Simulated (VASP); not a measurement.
Runs of VASP 6.6.1 on MgCd3Se4. The structure is that of space group P-4m2 (No. 115), or close to it. The cells are those of the table. 

```csv
cell,smearing,gap on the mesh (eV),pressure (GPa),largest force (eV/Å)
"a = 4.396, b = 4.396, c = 12.367 Å, 8 atoms",gaussian 0.02 eV,0.84,-1.1,(b)
"a = 4.438, b = 4.438, c = 12.486 Å, 8 atoms",gaussian 0.02 eV,(c),-2.1,0.02
"a = 4.354, b = 4.354, c = 12.243 Å, 8 atoms",gaussian 0.01 eV,0.91,0.2,0.03
"a = 4.354, b = 4.354, c = 12.238 Å, 8 atoms",gaussian 0.02 eV,0.92,0.2,0.03
"a = 4.490, b = 4.490, c = 12.657 Å, 8 atoms",gaussian 0.02 eV,0.69,(a),0.03
```

Alike in all rows: task single point; level PBE; potentials or basis VASP PAW PBE potentials, release 64 (Mg, Cd, Se); no spin polarisation; k mesh 6 × 6 × 4; cutoff (eV) 520.

**Question.** Estimate the missing entries.

**Answer.** (a) -3.3; (b) 0.04; (c) 0.77.

A k mesh can miss the band edges, and the runs leave out spin-orbit coupling on Cd, Se.
